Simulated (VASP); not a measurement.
# InGa2N3 (Immm) in VASP: single point with PBEsol

Aim: the single point of InGa2N3 with PBEsol.

Program: VASP 6.6.1. These are calculated values, not measurements. Logs are shortened: lines on timing, memory, paths and dates and some standing lists are left out, and cuts for length are marked.

**1. The cell of the first run**

It takes space group Immm (No. 71, orthorhombic). The conventional cell has a = 3.076 Å, b = 4.411 Å, c = 9.295 Å, α = 90.00°, β = 90.00°, γ = 90.00°. In (site symmetry mmm) has 6 N at 2.21 to 2.28 Å within 2.9 Å. Within 2.7 Å of Ga (site symmetry mm2) lie 6 N at 2.07 to 2.21 Å. N (site symmetry mmm) has 2 In at 2.21 Å and 4 Ga at 2.21 Å and 12 N at 2.96 to 3.17 Å within 3.2 Å. N (site symmetry mm2) has 4 Ga at 2.07 to 2.21 Å and 2 In at 2.28 Å within 2.7 Å.

**2. Single point, PBEsol**

INCAR

```
  ALGO = Normal
  EDIFF = 1E-6
  ENCUT = 520
  GGA = PS
  ISIF = 2
  ISMEAR = -1
  LASPH = T
  LCHARG = F
  LREAL = F
  LWAVE = F
  NBANDS = 36
  NELM = 100
  PREC = Accurate
  SIGMA = 0.03
```

KPOINTS

```
k-points
0
Gamma
  8 8 8
```

POSCAR

```
InGa2N3
1.0
   -1.5377828833      2.2056341969      4.6475831350
    1.5377828833     -2.2056341969      4.6475831350
    1.5377828833      2.2056341969     -4.6475831350
In Ga N
1 2 3
Direct
    0.0000000000      0.0000000000      0.0000000000
    0.6701679476      0.6701679476      0.0000000000
    0.3298320524      0.3298320524      0.0000000000
    0.5000000000      0.0000000000      0.5000000000
    0.1811970581      0.6811970581      0.5000000000
    0.8188029419      0.3188029419      0.5000000000
```

Potentials or basis: VASP PAW PBE potentials, release 64 (In_d, Ga_d, N).

Command:

```bash
$ cat potpaw_PBE.64/In_d/POTCAR potpaw_PBE.64/Ga_d/POTCAR potpaw_PBE.64/N/POTCAR > POTCAR
$ mpirun -np 1 vasp_std > vasp.out
```

OUTCAR:

```text
EDIFF = 1E-6
   ENCUT = 520
   GGA = PS
   ISIF = 2
   ISMEAR = -1
   LASPH = T
   LREAL = F
   NELM = 100
   PREC = Accurate

 ion  position               nearest neighbor table
   1  0.000  0.000  0.000-   4 2.21   4 2.21   5 2.28   6 2.28   6 2.28   5 2.28   3 3.07   2 3.07
                             3 3.12   2 3.12   2 3.12   3 3.12   2 3.12   3 3.12   2 3.12   3 3.12
   2  0.670  0.670  0.000-   6 2.07   6 2.07   4 2.21   4 2.21   5 2.21   5 2.21   1 3.07   1 3.12
                             1 3.12   1 3.12   1 3.12
   3  0.330  0.330  0.000-   5 2.07   5 2.07   4 2.21   4 2.21   6 2.21   6 2.21   1 3.07   1 3.12
                             1 3.12   1 3.12   1 3.12
   4  0.500  0.000  0.500-   1 2.21   1 2.21   3 2.21   2 2.21   3 2.21   2 2.21
   5  0.181  0.681  0.500-   3 2.07   3 2.07   2 2.21   2 2.21   1 2.28   1 2.28
   6  0.819  0.319  0.500-   2 2.07   2 2.07   3 2.21   3 2.21   1 2.28   1 2.28

  LATTYP: Found a body centered orthorhombic cell.
 ALAT       =     3.0755657666
 B/A-ratio  =     1.4342949326
 C/A-ratio  =     3.0222622358

  Lattice vectors:

 A1 = (  -1.5377828833,   2.2056341969,   4.6475831350)
 A2 = (   1.5377828833,  -2.2056341969,   4.6475831350)
 A3 = (   1.5377828833,   2.2056341969,  -4.6475831350)

Analysis of symmetry for initial positions (statically):
=====================================================================
 Subroutine PRICEL returns:
 Original cell was already a primitive cell.

 Routine SETGRP: Setting up the symmetry group for a
 body centered orthorhombic supercell.

 Subroutine GETGRP returns: Found  8 space group operations
 (whereof  8 operations were pure point group operations)
 out of a pool of  8 trial point group operations.

The static configuration has the point symmetry D_2h.

Analysis of symmetry for dynamics (positions and initial velocities):
=====================================================================
 Subroutine PRICEL returns:
 Original cell was already a primitive cell.

 Routine SETGRP: Setting up the symmetry group for a
 body centered orthorhombic supercell.

 Subroutine GETGRP returns: Found  8 space group operations
 (whereof  8 operations were pure point group operations)
 out of a pool of  8 trial point group operations.

The dynamic configuration has the point symmetry D_2h.

 Subroutine INISYM returns: Found  8 space group operations
 (whereof  8 operations are pure point group operations),
 and found     1 'primitive' translations

----------------------------------------------------------------------------------------

                                     Primitive cell

  volume of cell :      63.0544

  direct lattice vectors                    reciprocal lattice vectors
    -1.537782883  2.205634197  4.647583135     0.000000000  0.226692169  0.107582799
     1.537782883 -2.205634197  4.647583135     0.325143429  0.000000000  0.107582799
     1.537782883  2.205634197 -4.647583135     0.325143429  0.226692169  0.000000000

  length of vectors
     5.369322807  5.369322807  5.369322807     0.250925084  0.342479646  0.396367997

  position of ions in fractional coordinates (direct lattice)
     0.000000000  0.000000000  0.000000000
     0.670167948  0.670167948  0.000000000
     0.329832052  0.329832052  0.000000000
     0.500000000  0.000000000  0.500000000
     0.181197058  0.681197058  0.500000000
     0.818802942  0.318802942  0.500000000

  ion indices of the primitive-cell ions
   primitive index   ion index
                 1           1
                 2           2
                 3           3
                 4           4
                 5           5
                 6           6

----------------------------------------------------------------------------------------

 KPOINTS: k-points

Automatic generation of k-mesh.
 Grid dimensions read from file:
 generate k-points for:    8    8    8

 Generating k-lattice:

  Cartesian coordinates                     Fractional coordinates (reciprocal lattice)
     0.000000000  0.028336521  0.013447850     0.125000000  0.000000000  0.000000000
     0.040642929  0.000000000  0.013447850     0.000000000  0.125000000  0.000000000
     0.040642929  0.028336521  0.000000000     0.000000000  0.000000000  0.125000000

  Length of vectors
     0.031365636  0.042809956  0.049546000

  Shift w.r.t. Gamma in fractional coordinates (k-lattice)
     0.000000000  0.000000000  0.000000000

 Subroutine IBZKPT returns following result:
 ===========================================

 Found     95 irreducible k-points:

 Following reciprocal coordinates:
            Coordinates               Weight
  0.000000  0.000000  0.000000      1.000000
  0.125000 -0.000000  0.000000      4.000000
  0.250000 -0.000000  0.000000      4.000000
  0.375000 -0.000000  0.000000      4.000000
  0.500000 -0.000000  0.000000      2.000000
  0.000000  0.125000  0.000000      4.000000
[... 16 lines left out ...]
  0.125000  0.375000  0.000000      8.000000
  0.250000  0.375000  0.000000      8.000000
 [... further k-points ...]
   k-points           NKPTS =     95   k-points in BZ     NKDIM =     95   number of bands    NBANDS=     36
   number of dos      NEDOS =    301   number of ions     NIONS =      6
   total plane-waves  NPLWV =  64000
   dimension x,y,z NGX =    40 NGY =   40 NGZ =   40
   dimension x,y,z NGXF=    80 NGYF=   80 NGZF=   80
   ions per type =               1   2   3
   NGX,Y,Z   is equivalent  to a cutoff of  12.38, 12.38, 12.38 a.u.
   NGXF,Y,Z  is equivalent  to a cutoff of  24.77, 24.77, 24.77 a.u.
 SYSTEM =  unknown system
   PREC   = accura    normal or accurate (medium, high low for compatibility)
   ISTART =      0    job   : 0-new  1-cont  2-samecut
   ICHARG =      2    charge: 1-file 2-atom 10-const
   ISPIN  =      1    spin polarized calculation?
   LNONCOLLINEAR =      F non collinear calculations
   LSORBIT =      F    spin-orbit coupling
   LASPH  =      T    aspherical Exc in radial PAW
   ENCUT  =  520.0 eV  38.22 Ry    6.18 a.u.   9.98  9.98  9.98*2*pi/ulx,y,z
   NELM   =    100;   NELMIN=  2; NELMDL= -5     # of ELM steps
   EDIFF  = 0.1E-05   stopping-criterion for ELM
   LREAL  =      F    real-space projection
   EDIFFG = 0.1E-04   stopping-criterion for IOM
   NSW    =      0    number of steps for IOM
   IBRION =     -1    ionic relax: 0-MD 1-quasi-New 2-CG
   NFREE  =      0    steps in history (QN), initial steepest desc. (CG)
   ISIF   =      2    stress and relaxation
   ISYM   =      2    0-nonsym 1-usesym 2-fastsym
   POTIM  = 0.5000    time-step for ionic-motion
   TEBEG  =    0.0;   TEEND  =   0.0 temperature during run
   PSTRESS=    0.0 pullay stress
   NELECT =      54.0000    total number of electrons
   NUPDOWN=      -1.0000    fix difference up-down
   EMIN   =  10.00;   EMAX   =-10.00  energy-range for DOS
   EFERMI =   0.00;   METHOD = LEGACY
   ISMEAR =    -1;   SIGMA  =   0.03  broadening in eV -4-tet -1-fermi 0-gaus
   EFERMI_NEDOS =   21; number of points for ismear=-14 and -15
   IALGO  =     38    algorithm
   IMIX   =      4    mixing-type and parameters
     AMIX     =   0.40;   BMIX     =  1.00
     AMIX_MAG =   1.60;   BMIX_MAG =  1.00
  volume/ion in A,a.u.               =      10.51        70.92
  Fermi-wavevector in a.u.,A,eV,Ry     =   1.554656  2.937873 32.884656  2.416954
  Thomas-Fermi vector in A             =   2.658710
   LORBIT       =      0    0 simple, 1 ext, 2 COOP (PROOUT), +10 PAW based schemes
   GGA     = PS    functional components
   LHFCALC =     F    Hartree Fock is set to
   AEXX    =    0.0000 exact exchange contribution
   IVDW    =     0    specifies the selected vdW correction
   LEPSILON=     F    determine dielectric tensor
   LRPA    =     F    only Hartree local field effects (RPA)
 non-spin polarized calculation
  energy-cutoff  :      520.00
  volume of cell :       63.05
 maximum number of plane-waves:      1720
   NGX = 19   NGY = 19   NGZ = 19

 number of electron      54.0000002 magnetization

 Free energy of the ion-electron system (eV)
  ---------------------------------------------------
  ext. energy  EPLUGINS =         0.00000000
  ---------------------------------------------------
  free energy    TOTEN  =       -35.40335395 eV

  energy without entropy =      -35.40335207  energy(sigma->0) =      -35.40335301

 E-fermi :   8.6447     XC(G=0): -12.8899

 val. band max:        8.3745557585   @ k =   0.5000   0.5000   0.5000
 cond. band min:       8.8673938221   @ k =   0.5000   0.5000   0.5000
 fundamental gap:      0.4928380636
 Fermi energy:         8.6446888829

 k-point     1 :       0.0000    0.0000    0.0000
  band No.  band energies     occupation
      1      -8.3054      2.00000
      2      -6.9822      2.00000
      3      -6.6948      2.00000
      4      -5.6423      2.00000
      5      -5.6420      2.00000
      6      -5.6164      2.00000
[... 28 lines left out ...]
     35      19.3335      0.00000
     36      19.5243      0.00000

 k-point     2 :       0.1250   -0.0000    0.0000
  band No.  band energies     occupation
      1      -8.1951      2.00000
      2      -6.9545      2.00000
      3      -6.6310      2.00000
      4      -5.6615      2.00000
      5      -5.6502      2.00000
      6      -5.6227      2.00000
[... 28 lines left out ...]
     35      18.8615      0.00000
     36      19.6999      0.00000

 k-point     3 :       0.2500   -0.0000    0.0000
  band No.  band energies     occupation
      1      -7.8845      2.00000
      2      -6.9056      2.00000
      3      -6.4224      2.00000
      4      -5.6939      2.00000
      5      -5.6750      2.00000
      6      -5.6641      2.00000
[... 28 lines left out ...]
     35      18.1382      0.00000
     36      19.1487      0.00000
[... 742 lines left out ...]
 k-point    23 :       0.1250    0.3750    0.0000
  band No.  band energies     occupation
      1      -7.2431      2.00000
      2      -6.9747      2.00000
      3      -6.7889      2.00000
      4      -5.7366      2.00000
      5      -5.6750      2.00000
      6      -5.6241      2.00000
[... 28 lines left out ...]
     35      18.0326      0.00000
     36      18.7172      0.00000

 k-point    24 :       0.2500    0.3750    0.0000
  band No.  band energies     occupation
      1      -7.1579      2.00000
      2      -6.7872      2.00000
      3      -6.6260      2.00000
      4      -5.7056      2.00000
      5      -5.6864      2.00000
      6      -5.6501      2.00000
[... 28 lines left out ...]
     35      17.8358      0.00000
     36      18.4194      0.00000

 [... further k-points ...]

------------------------ aborting loop because EDIFF is reached ----------------------------------------

  FORCE on cell =-STRESS in cart. coord.  units (eV):
  Direction    XX          YY          ZZ          XY          YZ          ZX
  --------------------------------------------------------------------------------------
  -------------------------------------------------------------------------------------
  Total        0.1292966      0.1762281      0.1452234     -0.0000000      0.0000000      0.0000000
  in kB        3.2853525      4.4778542      3.6900450     -0.0000000      0.0000000      0.0000000
  external PRESSURE =       3.8177506 kB  Pullay stress =       0.0000000 kB

 VOLUME and BASIS-vectors are now :
 -----------------------------------------------------------------------------
  energy-cutoff  :      520.00
  volume of cell :       63.05
      direct lattice vectors                 reciprocal lattice vectors
    -1.537782883  2.205634197  4.647583135     0.000000000  0.226692169  0.107582799
     1.537782883 -2.205634197  4.647583135     0.325143429  0.000000000  0.107582799
     1.537782883  2.205634197 -4.647583135     0.325143429  0.226692169  0.000000000

 POSITION                                       TOTAL-FORCE (eV/Angst)
 -----------------------------------------------------------------------------------
      0.00000      0.00000      0.00000         0.000000      0.000000     -0.000000
      0.00000      0.00000      6.22932         0.000000      0.000000      0.006953
      0.00000      0.00000      3.06584        -0.000000     -0.000000     -0.006953
      0.00000      2.20563      0.00000         0.000000      0.000000     -0.000000
      1.53778      0.00000      1.68426        -0.000000     -0.000000      0.005435
      0.00000      2.20563      2.96333         0.000000      0.000000     -0.005435
 -----------------------------------------------------------------------------------
    total drift:                               -0.000000      0.000000     -0.000000

  FREE ENERGIE OF THE ION-ELECTRON SYSTEM (eV)
  ---------------------------------------------------
  free  energy   TOTEN  =       -35.4033539457 eV

  energy  without entropy=      -35.4033520686  energy(sigma->0) =      -35.40335301
```

Wall time 5.1 min (1 thread of Intel Xeon Platinum 8259CL at 2.50GHz (Skylake/Cascade Lake), shared host); peak memory 0.37 GiB.

Results:

| Property | Result |
| --- | --- |
| Free energy | -35.4034 eV |
| Pressure | 0.4 GPa |
| Largest force | 0.007 eV/Å |
| Band gap on the k mesh | 0.49 eV |

Forces on the atoms (eV/Å):
```
In   0.000  0.000  0.000
Ga   0.000  0.000  0.007
Ga   0.000  0.000 -0.007
N    0.000  0.000  0.000
N    0.000  0.000  0.005
N    0.000  0.000 -0.005
```

Caveat: semilocal functionals underestimate gaps, and a narrow one can read as zero; the PAW data sets were made with another functional, which shifts forces and pressure a little; spin-orbit coupling is left out, which moves the levels of the heavy elements. A k mesh can miss the band edges.
